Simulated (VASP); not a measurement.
A run of VASP 6.6.1 is set up as follows.

File INCAR:

```
  ALGO = Normal
  EDIFF = 1E-6
  ENCUT = 520
  GGA = CA
  ISIF = 2
  ISMEAR = -1
  ISPIN = 2
  LASPH = T
  LCHARG = F
  LMAXMIX = 4
  LORBIT = 11
  LREAL = F
  LWAVE = F
  MAGMOM = 4 4 0 0 0 0
  NBANDS = 38
  NELM = 150
  PREC = Accurate
  SIGMA = 0.05
```

The input KPOINTS:

```
k-points
0
Gamma
  6 6 9
```

POSCAR

```
MnO2
1.0
    4.4004184607      0.0000000000      0.0000000000
    0.0000000000      4.4004184607      0.0000000000
    0.0000000000      0.0000000000      2.8670779400
Mn O
2 4
Direct
    0.5000000000      0.5000000000      0.5000000000
    0.0000000000      0.0000000000      0.0000000000
    0.8049161500      0.1950838500      0.5000000000
    0.6950838500      0.6950838500      0.0000000000
    0.1950838500      0.8049161500      0.5000000000
    0.3049161500      0.3049161500      0.0000000000
```

Potentials or basis: VASP PAW LDA potentials, release 64 (Mn_pv, O).

Command:

```sh
$ cat potpaw_LDA.64/Mn_pv/POTCAR potpaw_LDA.64/O/POTCAR > POTCAR
$ mpirun -np 1 vasp_std > vasp.out
```

(1) Estimate the pressure.

(2) Predict the net moment.

Results:

(1) -11.8 GPa.

(2) 5.47 μB per cell.

Caveat: the cell stands under tension.
